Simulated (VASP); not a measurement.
Be: single point with PBEsol

Crystal: Be.

```
Be
1.0
    -1.29071    1.29071    1.21553
     1.29071   -1.29071    1.21553
     1.29071    1.29071   -1.21553
Be
1
Direct
  0.00000 0.00000 0.00000
```

This cell differs from its parent crystal: strain +0.030 along x and y, -0.030 along z.

- Program: VASP 6.6.1
- Task: single point
- Functional: PBEsol
- Potentials or basis: VASP PAW PBE potentials, release 64 (Be)
- Cutoff: 520 eV
- k mesh: 26 × 26 × 26
- Occupations: gaussian, width 0.15 eV
- Spin: no spin polarisation
- Dipole correction: no
- Further INCAR settings: ALGO = Normal; EDIFF = 1e-06; NBANDS = 7

```
Pressure               : -4.3 GPa
Band gap on the k mesh : zero (bands 1 and 2 overlap by 4.37 eV)
```

Stress tensor (GPa, compression positive):
```
-5.54  0.00  0.00
 0.00 -5.54  0.00
 0.00  0.00 -1.75
```

Levels at points of the mesh, in eV from the Fermi level:
| k point | band 1 | band 2 | band 3 | band 4 | band 5 |
| --- | --- | --- | --- | --- | --- |
| (0.00, 0.00, 0.00) | -11.98 | 18.72 | 18.72 | 19.37 | 28.51 |
| (0.50, 0.00, 0.00) | -4.88 | 0.66 | 11.62 | 14.55 | 19.43 |
| (0.50, 0.50, 0.00) | -5.34 | -0.12 | 12.99 | 16.44 | 21.63 |
| (0.50, 0.50, 0.50) | 3.18 | 3.18 | 5.54 | 9.03 | 10.26 |

Run time: 34 s on 1 thread of Intel Xeon 8259CL, with other jobs on the host, peak memory 0.17 GiB.

Caveat: the cell differs from its parent crystal (strain +0.030 along x and y, -0.030 along z); the cell stands under tension; the PAW data sets were made with another functional, which shifts forces and pressure a little.
